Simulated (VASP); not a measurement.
Input of a VASP 6.6.1 run:

Contents of INCAR:

```
ALGO = Normal
EDIFF = 1E-7
ENCUT = 520
GGA = PE
ISIF = 2
ISMEAR = -1
LASPH = True
LCHARG = False
LREAL = Auto
LWAVE = False
NBANDS = 55
NELM = 80
PREC = Accurate
SIGMA = 0.05
```

KPOINTS

```
k-points
0
Gamma
  2 2 1
```

File POSCAR:

```
HC18N
1.0
    7.3980000000      0.0000000000      0.0000000000
   -3.6990000000      6.4068560000      0.0000000000
    0.0000000000      0.0000000000     12.0000000000
C N H
18 1 1
Direct
    0.0162536543      0.0071796525      0.0789355833
    0.2393427667      0.1182054037      0.0765428333
    0.0162883450      0.3376556302      0.0794007500
    0.2368232087      0.4484617728      0.0758915833
    0.0165137087      0.6701355548      0.0767121667
    0.2396826803      0.7813404890      0.0791599167
    0.3516701282      0.0071364176      0.0811421667
    0.5688019420      0.1155276473      0.0900537500
    0.3495893949      0.3381947401      0.0767779167
    0.5734792092      0.4471463070      0.0755283333
    0.3454801972      0.6692942685      0.0796252500
    0.5718521972      0.7725467843      0.0982885833
    0.6826012486      0.0032316943      0.1108818333
    0.9086946858      0.1170098095      0.0864182500
    0.6828496981      0.3367302153      0.0814647500
    0.9055871257      0.4497955003      0.0800176667
    0.6883448586      0.6665242671      0.0740802500
    0.9052846689      0.7805858287      0.0761599167
    0.6413957138      0.8484367371      0.2152310833
    0.5053674699      0.7728514579      0.2610200833
```

Potentials or basis: VASP PAW PBE potentials, release 64 (C, N, H).

Launch:

```sh
$ cat potpaw_PBE.64/C/POTCAR potpaw_PBE.64/N/POTCAR potpaw_PBE.64/H/POTCAR > POTCAR
$ mpirun -np 1 vasp_std > vasp.out
```

Q: Predict the band gap on the k mesh.

A: 0.21 eV.

Q: Estimate the largest force.

A: 1.293 eV/Å.

Forces in eV/Å, atoms in the order of the input:
```
C    0.023 -0.055  0.017
C    0.024 -0.059 -0.015
C    0.061 -0.100  0.052
C    0.046 -0.129 -0.066
C    0.061 -0.096 -0.037
C    0.075 -0.081  0.056
C    0.051 -0.072  0.066
C    0.039 -0.137  0.265
C    0.020 -0.076 -0.077
C    0.089 -0.087 -0.261
C    0.091 -0.067  0.032
C    0.147 -0.177  0.086
C    0.048 -0.236  0.668
C    0.074 -0.113  0.209
C    0.062 -0.109 -0.003
C    0.044 -0.093  0.011
C    0.087 -0.107 -0.593
C    0.027 -0.128 -0.148
N   -0.427  0.798 -0.235
H   -0.642  1.122 -0.027
```

Caveat: the k points lie up to 0.49 Å⁻¹ apart.
